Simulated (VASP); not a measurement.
A run of VASP 6.6.1 is set up as follows.

Contents of INCAR:

```
ALGO     = Normal         # electronic algorithm
EDIFF    = 1E-6           # SCF threshold, eV
ENCUT    = 520            # plane-wave cutoff, eV
GGA      = RP             # functional
ISIF     = 2              # what is computed and relaxed
ISMEAR   = -1             # smearing method
LASPH    = T              # aspherical terms in the spheres
LCHARG   = F              # write CHGCAR
LREAL    = F              # projectors in reciprocal space
LWAVE    = F              # write WAVECAR
NBANDS   = 11             # bands
NELM     = 80             # most SCF steps
PREC     = Accurate       # precision mode
SIGMA    = 0.05           # smearing width, eV
```

KPOINTS

```
k-points
0
Gamma
  8 8 8
```

Contents of POSCAR:

```
Ca
1.0
   -2.2329001890      2.2329001890      2.2329001890
    2.2329001890     -2.2329001890      2.2329001890
    2.2329001890      2.2329001890     -2.2329001890
Ca
1
Direct
    0.0000000000      0.0000000000      0.0000000000
```

Potentials or basis: VASP PAW PBE potentials, release 64 (Ca_sv).

The run is started by

```bash
$ cat potpaw_PBE.64/Ca_sv/POTCAR > POTCAR
$ mpirun -np 1 vasp_std > vasp.out
```

**Question.** Predict the pressure.

**Answer.** 0.0 GPa.

**Question.** What does it give for the band gap on the k mesh?

**Answer.** Zero (band 5 reaches 2.25 eV, above the bottom of band 6 at 1.81 eV).

Caveat: the PAW data sets were made with another functional, which shifts forces and pressure a little.
